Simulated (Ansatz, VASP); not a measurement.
**O in VASP and in Ansatz**

The input INCAR:

```
PREC     = Accurate       # precision mode
ENCUT    = 520            # plane-wave cutoff, eV
EDIFF    = 1E-7           # SCF threshold, eV
ISMEAR   = 0              # smearing method
SIGMA    = 0.05           # smearing width, eV
LREAL    = False          # projectors in reciprocal space
LASPH    = True           # aspherical terms in the spheres
NELM     = 150            # most SCF steps
ALGO     = Normal         # electronic algorithm
ISIF     = 2              # what is computed and relaxed
LWAVE    = False          # write WAVECAR
LCHARG   = False          # write CHGCAR
ISPIN    = 2              # spin polarisation
MAGMOM   = 1 1            # initial moments
LORBIT   = 11             # projections on sites
GGA      = PS             # functional
IBRION   = 2              # ionic algorithm
NSW      = 80             # ionic steps
EDIFFG   = -0.02          # ionic threshold
```

The input KPOINTS:

```
regular mesh
0
Gamma
  1 1 1
```

The input POSCAR:

```
O
1.0
    9.0000000000      0.0000000000      0.0000000000
    0.0000000000      9.5000000000      0.0000000000
    0.0000000000      0.0000000000     10.0000000000
O
2
Direct
    0.5000000000      0.5000000000      0.4385000000
    0.5000000000      0.5000000000      0.5615000000
```

Input for Ansatz:

```yaml
crystal:
  lattice:
    - [9.0, 0.0, 0.0]
    - [0.0, 9.5, 0.0]
    - [0.0, 0.0, 10.0]
  atoms:
    - { symbol: O, position: [0.5, 0.5, 0.4385], spin: 1.0 }
    - { symbol: O, position: [0.5, 0.5, 0.5615], spin: 1.0 }
basis:
  ecutwfc: 500.0
kpoints:
  mp_grid:
    grid: [1, 1, 1]
hamiltonian:
  xc: pbesol
magnetization:
  spin_polarized: true
scf:
  occupations:
    method: gaussian
    width: 0.05
relax:
  f_tol: 0.02
  max_steps: 60
output:
  stress: true
```

Alike in both runs: task relaxation of the atoms; functional PBEsol; k mesh 1 × 1 × 1; occupations gaussian, width 0.05 eV; collinear spin.

|  | VASP | Ansatz |
| --- | --- | --- |
| version | VASP 6.6.1 | Ansatz 0.2.0 |
| potentials or method | VASP PAW PBE potentials, release 64 (O), cutoff 520 eV | plane waves, PAW |
| valence electrons in the cell | 12 | 12 |

|  | VASP | Ansatz | Ansatz less VASP |
| --- | --- | --- | --- |
| net moment per atom (μB) | 1.00 | 1.00 | 0.000 |
| size of the moment on the site where the two differ most (μB) | 0.81 | 0.55 | -0.258 |

VASP's potentials were made for PBE, not for PBEsol. Site moments also hang on the region over which each program counts them. Ansatz's warnings: end state compared, stress scf threshold loose.

Noted on VASP's run: the standard files for N, O and F lose accuracy on very short bonds.
